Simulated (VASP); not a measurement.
Set up this calculation in VASP 6.6.1, as the native input.

| Property | Result |
| --- | --- |
| Task | single point |
| Functional | PBE |
| Potentials or basis | VASP PAW PBE potentials, release 64 (Al, Cu) |
| Cutoff | 520 eV |
| k mesh | 10 × 10 × 10 |
| Occupations | gaussian, width 0.15 eV |
| Spin | no spin polarisation |
| Dipole correction | no |
| Further INCAR settings | ALGO = Fast; EDIFF = 1e-06; NBANDS = 26 |

The structure of Al2Cu lies in POSCAR:

```
Al2Cu
1.0
   -3.0261521191      3.0261521191      2.3924500000
    3.0261521191     -3.0261521191      2.3924500000
    3.0261521191      3.0261521191     -2.3924500000
Al Cu
4 2
Direct
    0.1587211657      0.6587211657      0.8174423314
    0.6587211657      0.8412788343      0.5000000000
    0.8412788343      0.3412788343      0.1825576686
    0.3412788343      0.1587211657      0.5000000000
    0.7500000000      0.7500000000      0.0000000000
    0.2500000000      0.2500000000      0.0000000000
```

These files were run (other wordings do the same):

INCAR

```
PREC = Accurate
ENCUT = 520
EDIFF = 1E-6
ISMEAR = 0
SIGMA = 0.15
LREAL = False
LASPH = True
NELM = 100
ALGO = Fast
ISIF = 2
LWAVE = False
LCHARG = True
GGA = PE
LELF = True
LVHAR = True
NBANDS = 26
```

KPOINTS

```
regular mesh
0
Gamma
  10 10 10
```

Potentials or basis: VASP PAW PBE potentials, release 64 (Al, Cu).

The run is started by

```console
$ cat potpaw_PBE.64/Al/POTCAR potpaw_PBE.64/Cu/POTCAR > POTCAR
$ mpirun -np 1 vasp_std > vasp.out
```

Results of the run:

The pressure is 2.3 GPa and the largest force is 0.076 eV/Å. The band gap on the k mesh is zero (bands 17 and 18 overlap by 4.58 eV).

It took 6.4 min on 1 thread of Intel Xeon 8259CL, with other jobs on the host, peak memory 0.34 GiB.
